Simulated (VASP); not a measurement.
## MnPt2: single point with PBE

The system is MnPt2.

```
Pt Mn
1.0
     2.85840    0.00000    0.00000
    -1.42920    2.47545    0.00000
     0.00000    0.00000    6.53250
Pt Mn
2 1
Direct
  0.66667 0.33333 0.31621
  0.33333 0.66667 0.68379
  0.00000 0.00000 0.00000
```

* Program: VASP 6.6.1
* Task: single point
* Functional: PBE
* Potentials or basis: VASP PAW PBE potentials, release 64 (Pt, Mn_pv)
* Cutoff: 520 eV
* k mesh: 11 × 11 × 4
* Occupations: fermi-dirac, width 0.05 eV
* Spin: collinear spin, ferromagnetic start
* Starting moments: [0.0, 0.0, 4.0] μB
* Dipole correction: no
* Further INCAR settings: ALGO = Normal; EDIFF = 1e-06; NBANDS = 28

```json
{
  "Pressure": "-0.6 GPa",
  "Largest force": "0.034 eV/Å",
  "Net moment": "4.56 μB per cell",
  "Site moments": "Pt +0.31; Mn +3.77 μB",
  "Valence electrons inside the program's atomic spheres": "Pt 9.23; Mn 11.55"
}
```

Forces in eV/Å, atoms in the order of the input:
```
Pt   0.000  0.000  0.034
Pt   0.000  0.000 -0.034
Mn   0.000  0.000  0.000
```

Stress tensor (GPa, compression positive):
```
-1.59  0.00  0.00
 0.00 -1.59  0.00
 0.00  0.00  1.25
```

Levels at points of the mesh, in eV from the Fermi level:
Spin up:
```
           k point  band 17  band 18  band 19  band 20  band 21  band 22
(0.00, 0.00, 0.00)    -1.59    -1.08    -1.08    -0.83    -0.83    10.06
(0.00, 0.00, 0.50)    -1.77    -1.77    -0.15    -0.15     0.26     6.05
```
Spin down:
```csv
k point,band 11,band 12,band 13,band 14,band 15,band 16,band 17,band 18,band 19,band 20
"(0.00, 0.00, 0.00)",-2.72,-2.38,-1.86,-1.86,-0.91,-0.91,0.73,1.34,1.34,2.19
"(0.00, 0.00, 0.50)",-3.04,-1.57,-1.57,-1.41,-1.41,0.30,0.50,1.40,1.40,2.35
```

It took 2.4 min on 1 thread of Intel(R) Xeon(R) Platinum 8259CL CPU @ 2.50GHz (Skylake/Cascade Lake) (shared host), peak memory 0.27 GiB.

Caveat: spin-orbit coupling is left out, which moves the levels of the heavy elements.
